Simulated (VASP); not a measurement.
# TiC3 (Pm-3m) in VASP: single point with PBE

Aim: the single point of TiC3 with PBE.

Everything below comes from runs of VASP 6.6.1. Logs are shortened: lines on timing, memory, paths and dates and some standing lists are left out, and cuts for length are marked.

### Step 1. The cell of the first run

The structure is cubic, space group Pm-3m (No. 221). Conventional cell: a = 4.058 Å, b = 4.058 Å, c = 4.058 Å, α = 90.00°, β = 90.00°, γ = 90.00°. Ti (site symmetry m-3m) has 6 C at 2.03 Å within 2.7 Å. Within 2.7 Å of C (site symmetry 4/mmm) lie 2 Ti at 2.03 Å.

The cell was generated, and may not be a known phase.

### Step 2. Single point, PBE, collinear spin

File INCAR:

```
SYSTEM = TiC3
  PREC = Accurate
  ENCUT = 600
  EDIFF = 1E-6
  ISMEAR = 0
  SIGMA = 0.1
  LREAL = .FALSE.
  LASPH = .TRUE.
  NELM = 200
  ALGO = Normal
  ISIF = 2
  LWAVE = .FALSE.
  LCHARG = .FALSE.
  ISPIN = 2
  MAGMOM = 1 0 0 0
  LORBIT = 11
  LMAXMIX = 4
  GGA = PE
  NBANDS = 24
  GGA_COMPAT = .FALSE.
```

File KPOINTS:

```
regular mesh
0
G
  4 4 4
  0 0 0
```

File POSCAR:

```
TiC3
1.0
    4.0583111210      0.0000000000      0.0000000000
    0.0000000000      4.0583111210      0.0000000000
    0.0000000000      0.0000000000      4.0583111210
Ti C
1 3
Direct
    0.0000000000      0.0000000000      0.0000000000
    0.5000000000      0.0000000000      0.0000000000
    0.0000000000      0.5000000000      0.0000000000
    0.0000000000      0.0000000000      0.5000000000
```

Potentials or basis: VASP PAW PBE potentials, release 64 (Ti_sv, C).

Started as:

```sh
$ cat potpaw_PBE.64/Ti_sv/POTCAR potpaw_PBE.64/C/POTCAR > POTCAR
$ mpirun -np 1 vasp_std > vasp.out
```

OUTCAR:

```text
SYSTEM = TiC3
   PREC = Accurate
   ENCUT = 600
   EDIFF = 1E-6
   ISMEAR = 0
   LREAL = .FALSE.
   LASPH = .TRUE.
   NELM = 200
   ISIF = 2
   ISPIN = 2
   LORBIT = 11
   GGA = PE

 ion  position               nearest neighbor table
   1  0.000  0.000  0.000-   2 2.03   3 2.03   4 2.03   4 2.03   3 2.03   2 2.03
   2  0.500  0.000  0.000-   1 2.03   1 2.03
   3  0.000  0.500  0.000-   1 2.03   1 2.03
   4  0.000  0.000  0.500-   1 2.03   1 2.03

  LATTYP: Found a simple cubic cell.
 ALAT       =     4.0583111210

  Lattice vectors:

 A1 = (   4.0583111210,   0.0000000000,   0.0000000000)
 A2 = (   0.0000000000,   4.0583111210,   0.0000000000)
 A3 = (   0.0000000000,   0.0000000000,   4.0583111210)

Analysis of symmetry for initial positions (statically):
=====================================================================
 Subroutine PRICEL returns:
 Original cell was already a primitive cell.

 Routine SETGRP: Setting up the symmetry group for a
 simple cubic supercell.

 Subroutine GETGRP returns: Found 48 space group operations
 (whereof 48 operations were pure point group operations)
 out of a pool of 48 trial point group operations.

The static configuration has the point symmetry O_h .

Analysis of symmetry for dynamics (positions and initial velocities):
=====================================================================
 Subroutine PRICEL returns:
 Original cell was already a primitive cell.

 Routine SETGRP: Setting up the symmetry group for a
 simple cubic supercell.

 Subroutine GETGRP returns: Found 48 space group operations
 (whereof 48 operations were pure point group operations)
 out of a pool of 48 trial point group operations.

The dynamic configuration has the point symmetry O_h .

Analysis of structural, dynamic, and magnetic symmetry:
=====================================================================
 Subroutine PRICEL returns:
 Original cell was already a primitive cell.

 Routine SETGRP: Setting up the symmetry group for a
 simple cubic supercell.

 Subroutine GETGRP returns: Found 48 space group operations
 (whereof 48 operations were pure point group operations)
 out of a pool of 48 trial point group operations.

The overall configuration has the point symmetry O_h .

 Subroutine INISYM returns: Found 48 space group operations
 (whereof 48 operations are pure point group operations),
 and found     1 'primitive' translations

----------------------------------------------------------------------------------------

                                     Primitive cell

  volume of cell :      66.8399

  direct lattice vectors                    reciprocal lattice vectors
     4.058311121  0.000000000  0.000000000     0.246407919  0.000000000  0.000000000
     0.000000000  4.058311121  0.000000000     0.000000000  0.246407919  0.000000000
     0.000000000  0.000000000  4.058311121     0.000000000  0.000000000  0.246407919

  length of vectors
     4.058311121  4.058311121  4.058311121     0.246407919  0.246407919  0.246407919

  position of ions in fractional coordinates (direct lattice)
     0.000000000  0.000000000  0.000000000
     0.500000000  0.000000000  0.000000000
     0.000000000  0.500000000  0.000000000
     0.000000000  0.000000000  0.500000000

  ion indices of the primitive-cell ions
   primitive index   ion index
                 1           1
                 2           2
                 3           3
                 4           4

----------------------------------------------------------------------------------------

 KPOINTS: regular mesh

Automatic generation of k-mesh.
 Grid dimensions read from file:
 generate k-points for:    4    4    4

 Generating k-lattice:

  Cartesian coordinates                     Fractional coordinates (reciprocal lattice)
     0.061601980  0.000000000  0.000000000     0.250000000  0.000000000  0.000000000
     0.000000000  0.061601980  0.000000000     0.000000000  0.250000000  0.000000000
     0.000000000  0.000000000  0.061601980     0.000000000  0.000000000  0.250000000

  Length of vectors
     0.061601980  0.061601980  0.061601980

  Shift w.r.t. Gamma in fractional coordinates (k-lattice)
     0.000000000  0.000000000  0.000000000

 Subroutine IBZKPT returns following result:
 ===========================================

 Found     10 irreducible k-points:

 Following reciprocal coordinates:
            Coordinates               Weight
  0.000000  0.000000  0.000000      1.000000
  0.250000  0.000000  0.000000      6.000000
  0.500000  0.000000  0.000000      3.000000
  0.250000  0.250000  0.000000     12.000000
  0.500000  0.250000  0.000000     12.000000
  0.500000  0.500000  0.000000      3.000000
  0.250000  0.250000  0.250000      8.000000
  0.500000  0.250000  0.250000     12.000000
  0.500000  0.500000  0.250000      6.000000
  0.500000  0.500000  0.500000      1.000000
   k-points           NKPTS =     10   k-points in BZ     NKDIM =     10   number of bands    NBANDS=     24
   number of dos      NEDOS =    301   number of ions     NIONS =      4
   total plane-waves  NPLWV =  32768
   dimension x,y,z NGX =    32 NGY =   32 NGZ =   32
   dimension x,y,z NGXF=    64 NGYF=   64 NGZF=   64
   ions per type =               1   3
   NGX,Y,Z   is equivalent  to a cutoff of  13.11, 13.11, 13.11 a.u.
   NGXF,Y,Z  is equivalent  to a cutoff of  26.22, 26.22, 26.22 a.u.
 SYSTEM =  TiC3
   PREC   = accura    normal or accurate (medium, high low for compatibility)
   ISTART =      0    job   : 0-new  1-cont  2-samecut
   ICHARG =      2    charge: 1-file 2-atom 10-const
   ISPIN  =      2    spin polarized calculation?
   LNONCOLLINEAR =      F non collinear calculations
   LSORBIT =      F    spin-orbit coupling
   LASPH  =      T    aspherical Exc in radial PAW
   ENCUT  =  600.0 eV  44.10 Ry    6.64 a.u.   8.11  8.11  8.11*2*pi/ulx,y,z
   NELM   =    200;   NELMIN=  2; NELMDL= -5     # of ELM steps
   EDIFF  = 0.1E-05   stopping-criterion for ELM
   LREAL  =      F    real-space projection
   EDIFFG = 0.1E-04   stopping-criterion for IOM
   NSW    =      0    number of steps for IOM
   IBRION =     -1    ionic relax: 0-MD 1-quasi-New 2-CG
   NFREE  =      0    steps in history (QN), initial steepest desc. (CG)
   ISIF   =      2    stress and relaxation
   ISYM   =      2    0-nonsym 1-usesym 2-fastsym
   POTIM  = 0.5000    time-step for ionic-motion
   TEBEG  =    0.0;   TEEND  =   0.0 temperature during run
   PSTRESS=    0.0 pullay stress
   NELECT =      24.0000    total number of electrons
   NUPDOWN=      -1.0000    fix difference up-down
   EMIN   =  10.00;   EMAX   =-10.00  energy-range for DOS
   EFERMI =   0.00;   METHOD = LEGACY
   ISMEAR =     0;   SIGMA  =   0.10  broadening in eV -4-tet -1-fermi 0-gaus
   EFERMI_NEDOS =   21; number of points for ismear=-14 and -15
   IALGO  =     38    algorithm
   IMIX   =      4    mixing-type and parameters
     AMIX     =   0.40;   BMIX     =  1.00
     AMIX_MAG =   1.60;   BMIX_MAG =  1.00
  volume/ion in A,a.u.               =      16.71       112.76
  Fermi-wavevector in a.u.,A,eV,Ry     =   1.163590  2.198866 18.421489  1.353941
  Thomas-Fermi vector in A             =   2.300138
   LORBIT       =     11    0 simple, 1 ext, 2 COOP (PROOUT), +10 PAW based schemes
   GGA     = PE    functional components
   LHFCALC =     F    Hartree Fock is set to
   AEXX    =    0.0000 exact exchange contribution
   IVDW    =     0    specifies the selected vdW correction
   LEPSILON=     F    determine dielectric tensor
   LRPA    =     F    only Hartree local field effects (RPA)
 spin polarized calculation
 Gauss-broadening in eV      SIGMA  =   0.10
  energy-cutoff  :      600.00
  volume of cell :       66.84
 maximum number of plane-waves:      2272
   NGX = 17   NGY = 17   NGZ = 17

 number of electron      24.0000007 magnetization      -0.0005360

 number of electron      24.0000007 magnetization       0.0000609

 Free energy of the ion-electron system (eV)
  ---------------------------------------------------
  ext. energy  EPLUGINS =         0.00000000
  ---------------------------------------------------
  free energy    TOTEN  =       -24.82638361 eV

  energy without entropy =      -24.82225666  energy(sigma->0) =      -24.82432013

 E-fermi :   0.6881     XC(G=0):  -8.8472

 val. band max:        0.6006609449   @ k =   0.2500   0.2500   0.2500
 cond. band min:       1.1832318876   @ k =   0.2500   0.2500   0.0000
 fundamental gap:      0.5825709427
 Fermi energy:         0.6881238537

 spin component 1

 k-point     1 :       0.0000    0.0000    0.0000
  band No.  band energies     occupation
      1     -53.9362      1.00000
      2     -30.2957      1.00000
      3     -30.2957      1.00000
      4     -30.2957      1.00000
      5      -9.4952      1.00000
      6      -7.0075      1.00000
[... 259 lines left out ...]
     23      15.1742      0.00000
     24      15.1742      0.00000
 Fermi energy:         0.6881238537

 spin component 2

 k-point     1 :       0.0000    0.0000    0.0000
  band No.  band energies     occupation
      1     -53.9363      1.00000
      2     -30.2957      1.00000
      3     -30.2957      1.00000
      4     -30.2957      1.00000
      5      -9.4952      1.00000
      6      -7.0075      1.00000
[... 259 lines left out ...]
     23      15.1742      0.00000
     24      15.1742      0.00000

------------------------ aborting loop because EDIFF is reached ----------------------------------------

  FORCE on cell =-STRESS in cart. coord.  units (eV):
  Direction    XX          YY          ZZ          XY          YZ          ZX
  --------------------------------------------------------------------------------------
  -------------------------------------------------------------------------------------
  Total        0.0923422      0.0923422      0.0923422      0.0000000     -0.0000000      0.0000000
  in kB        2.2134770      2.2134770      2.2134770      0.0000000     -0.0000000      0.0000000
  external PRESSURE =       2.2134770 kB  Pullay stress =       0.0000000 kB

 VOLUME and BASIS-vectors are now :
 -----------------------------------------------------------------------------
  energy-cutoff  :      600.00
  volume of cell :       66.84
      direct lattice vectors                 reciprocal lattice vectors
     4.058311121  0.000000000  0.000000000     0.246407919  0.000000000  0.000000000
     0.000000000  4.058311121  0.000000000     0.000000000  0.246407919  0.000000000
     0.000000000  0.000000000  4.058311121     0.000000000  0.000000000  0.246407919

 POSITION                                       TOTAL-FORCE (eV/Angst)
 -----------------------------------------------------------------------------------
      0.00000      0.00000      0.00000         0.000000      0.000000      0.000000
      2.02916      0.00000      0.00000         0.000000      0.000000      0.000000
      0.00000      2.02916      0.00000         0.000000      0.000000      0.000000
      0.00000      0.00000      2.02916         0.000000      0.000000      0.000000
 -----------------------------------------------------------------------------------
    total drift:                                0.000000     -0.000000     -0.000000

  FREE ENERGIE OF THE ION-ELECTRON SYSTEM (eV)
  ---------------------------------------------------
  free  energy   TOTEN  =       -24.8263836103 eV

  energy  without entropy=      -24.8222566591  energy(sigma->0) =      -24.82432013

 total charge

# of ion       s       p       d       tot
------------------------------------------
    1        2.286   6.327   2.121  10.734
    2        0.997   1.150   0.000   2.147
    3        0.997   1.150   0.000   2.147
    4        0.997   1.150   0.000   2.147
--------------------------------------------------
tot          5.277   9.776   2.121  17.174

 magnetization (x)

# of ion       s       p       d       tot
------------------------------------------
    1       -0.000   0.000   0.000  -0.000
    2        0.000   0.000   0.000   0.000
    3        0.000   0.000   0.000   0.000
    4        0.000   0.000   0.000   0.000
--------------------------------------------------
tot         -0.000   0.000   0.000   0.000
```

Run time: 27 s. Hardware: 1 thread of Intel Xeon Platinum 8375C at 2.90GHz (Ice Lake), shared host; peak memory 0.2 GiB.

What came out:

```yaml
Free_energy: -24.8264 eV
Pressure: 0.2 GPa
Band_gap_on_the_k_mesh: zero (filled and empty bands overlap)
Net_moment: 0.00 μB per cell
Valence_electrons_inside_the_program's_atomic_spheres: Ti 10.73; C 2.15
```

Caveat: the k points lie up to 0.39 Å⁻¹ apart, too coarse for converged energies and pressures of a metal.

The gap in the log of VASP goes by the Fermi energy; the results here count the filled bands.